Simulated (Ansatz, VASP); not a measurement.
**Sc3BN2: VASP beside Ansatz**

Contents of INCAR:

```
SYSTEM = Sc3BN2
ALGO     = Normal         ! electronic algorithm
EDIFF    = 1E-7           ! SCF threshold, eV
EDIFFG   = -0.01          ! ionic threshold
ENCUT    = 600            ! plane-wave cutoff, eV
GGA      = PE             ! functional
IBRION   = 2              ! ionic algorithm
ISIF     = 3              ! what is computed and relaxed
ISMEAR   = 0              ! smearing method
LASPH    = .TRUE.         ! aspherical terms in the spheres
LCHARG   = .FALSE.        ! write CHGCAR
LREAL    = .FALSE.        ! projectors in reciprocal space
LWAVE    = .FALSE.        ! write WAVECAR
NELM     = 100            ! most SCF steps
NSW      = 100            ! ionic steps
PREC     = Accurate       ! precision mode
SIGMA    = 0.1            ! smearing width, eV
```

KPOINTS

```
k-points
0
G
  8 8 10
  0 0 0
```

The input POSCAR:

```
Sc3BN2
1.0
    4.8468066850      0.0000000000      0.0000000000
    0.0000000000      4.8468066850      0.0000000000
    0.0000000000      0.0000000000      4.2667477415
Sc B N
3 1 2
Direct
    0.5000000000      0.0000000000      0.5000000000
    0.0000000000      0.5000000000      0.5000000000
    0.0000000000      0.0000000000      0.0000000000
    0.0000000000      0.0000000000      0.5000000000
    0.5000000000      0.0000000000      0.0000000000
    0.0000000000      0.5000000000      0.0000000000
```

Input for Ansatz:

```yaml
crystal:
  lattice:
    - [4.846806685, 0.0, 0.0]
    - [0.0, 4.846806685, 0.0]
    - [0.0, 0.0, 4.2667477415]
  atoms:
    - { symbol: Sc, position: [0.5, 0.0, 0.5] }
    - { symbol: Sc, position: [0.0, 0.5, 0.5] }
    - { symbol: Sc, position: [0.0, 0.0, 0.0] }
    - { symbol: B, position: [0.0, 0.0, 0.5] }
    - { symbol: "N", position: [0.5, 0.0, 0.0] }
    - { symbol: "N", position: [0.0, 0.5, 0.0] }
basis:
  ecutwfc: 420
kpoints:
  mp_grid: { grid: [8, 8, 10] }
hamiltonian:
  xc: pbe
scf:
  occupations: { method: gaussian, width: 0.1 }
output:
  forces: true
  stress: true
  eigenvalues: true
  write_density: true
  write_potential: true
  elf: true
  volumetric_format: npy
relax:
  adjacent_minimum: "off"
  f_tol: 0.01
  max_steps: 80
  cell: { stress_tol: 0.05 }
```

Alike in both runs: task relaxation of cell and atoms; functional PBE; k mesh 8 × 8 × 10; occupations gaussian, width 0.1 eV; no spin polarisation.

```csv
,VASP,Ansatz
version,VASP 6.6.1,Ansatz 0.2.0
potentials or method,"VASP PAW PBE potentials, release 64 (Sc_sv, B, N), cutoff 600 eV","scalar-relativistic, plane waves, PAW"
valence electrons in the cell,46,46
```

```csv
,VASP,Ansatz,Ansatz less VASP
"gap on the k mesh at the Fermi level, each at its own relaxed structure (eV)",none,none,-
relaxed volume (Å³/atom),16.77,16.74,-0.037
relaxed length of the cell vector where the two differ most in proportion (Å),4.284,4.274,-0.0099
```

A gap of «none» marks a metal or a gap that the smearing closes.
